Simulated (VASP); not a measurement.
Input of a VASP 6.6.1 run:

The input INCAR:

```
SYSTEM = NaHF2
PREC     = Accurate       ! precision mode
ENCUT    = 970            ! plane-wave cutoff, eV
EDIFF    = 1E-6           ! SCF threshold, eV
ISMEAR   = 0              ! smearing method
SIGMA    = 0.05           ! smearing width, eV
LREAL    = .FALSE.        ! projectors in reciprocal space
LASPH    = .TRUE.         ! aspherical terms in the spheres
NELM     = 120            ! most SCF steps
ALGO     = Normal         ! electronic algorithm
ISIF     = 2              ! what is computed and relaxed
LWAVE    = .FALSE.        ! write WAVECAR
LCHARG   = .FALSE.        ! write CHGCAR
GGA      = PS             ! functional
NBANDS   = 20             ! bands
GGA_COMPAT= .FALSE.
```

Contents of KPOINTS:

```
regular mesh
0
G
  9 9 9
  0 0 0
```

Contents of POSCAR:

```
NaHF2
1.0
    1.6420229563      0.9480223958      4.4069271639
   -1.6420229563      0.9480223958      4.4069271639
    0.0000000000     -1.8960447916      4.4069271639
Na H F
1 1 2
Direct
    0.0000000000      0.0000000000      0.0000000000
    0.5000000000      0.5000000000      0.5000000000
    0.4100000000      0.4100000000      0.4100000000
    0.5900000000      0.5900000000      0.5900000000
```

Potentials or basis: VASP PAW PBE potentials, release 64 (Na_sv, H, F).

The run is started by

```console
$ cat potpaw_PBE.64/Na_sv/POTCAR potpaw_PBE.64/H/POTCAR potpaw_PBE.64/F/POTCAR > POTCAR
$ mpirun -np 1 vasp_std > vasp.out
```

Estimate the pressure.

4.9 GPa.

What does it give for the largest force?

1.903 eV/Å.

Predict the band gap on the k mesh.

7.20 eV (least direct gap 7.42 eV).

Forces on the atoms (eV/Å):
```
Na   0.000  0.000  0.000
H    0.000  0.000  0.000
F    0.000  0.000  1.903
F    0.000  0.000 -1.903
```

Caveat: the cell differs from its parent crystal (strain -0.050 along x and y, -0.050 along z); the cell stands under pressure; the PAW data sets were made with another functional, which shifts forces and pressure a little; an odd mesh through Γ misses points on the zone boundary, where band edges can lie.
